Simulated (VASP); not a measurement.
# KF: single point with PBE

The system is KF.

```xyz
2
Lattice="3.1789 0.0000 0.0000 0.0000 3.1789 0.0000 0.0000 0.0000 3.1789" Properties=species:S:1:pos:R:3 pbc="T T T"
K     0.0000    0.0000    0.0000
F     1.5894    1.5894    1.5894
```

* Program: VASP 6.6.1
* Task: single point
* Functional: PBE
* Potentials or basis: VASP PAW PBE potentials, release 64 (K_sv, F)
* Cutoff: 600 eV
* k mesh: 6 × 6 × 6
* Occupations: gaussian, width 0.01 eV
* Spin: no spin polarisation
* Dipole correction: no
* Further INCAR settings: ALGO = Normal; EDIFF = 1e-06; NBANDS = 15

```
Pressure               : 3.0 GPa
Band gap on the k mesh : 6.80 eV (least direct gap 6.84 eV)
```

Levels at points of the mesh, in eV from the valence-band top:
| k point | band 5 | band 6 | band 7 | band 8 | band 9 | band 10 | band 11 | band 12 |
| --- | --- | --- | --- | --- | --- | --- | --- | --- |
| (0.00, 0.00, 0.00) | -9.79 | -0.04 | -0.04 | -0.04 | 6.80 | 8.38 | 8.38 | 14.29 |
| (0.50, 0.00, 0.00) | -9.65 | -1.33 | -0.19 | -0.19 | 9.44 | 9.85 | 11.62 | 12.81 |
| (0.50, 0.50, 0.00) | -9.55 | -0.63 | -0.63 | 0.00 | 8.67 | 9.24 | 12.17 | 12.17 |
| (0.50, 0.50, 0.50) | -10.47 | -1.17 | -1.17 | -1.17 | 10.78 | 10.78 | 10.78 | 16.07 |

It took 10 s on 1 thread of Intel(R) Xeon(R) Platinum 8559C (Emerald Rapids), on a shared host, peak memory 0.16 GiB.

Caveat: the structure was generated, so it needn't be the stable form of KF. A k mesh can miss the band edges.
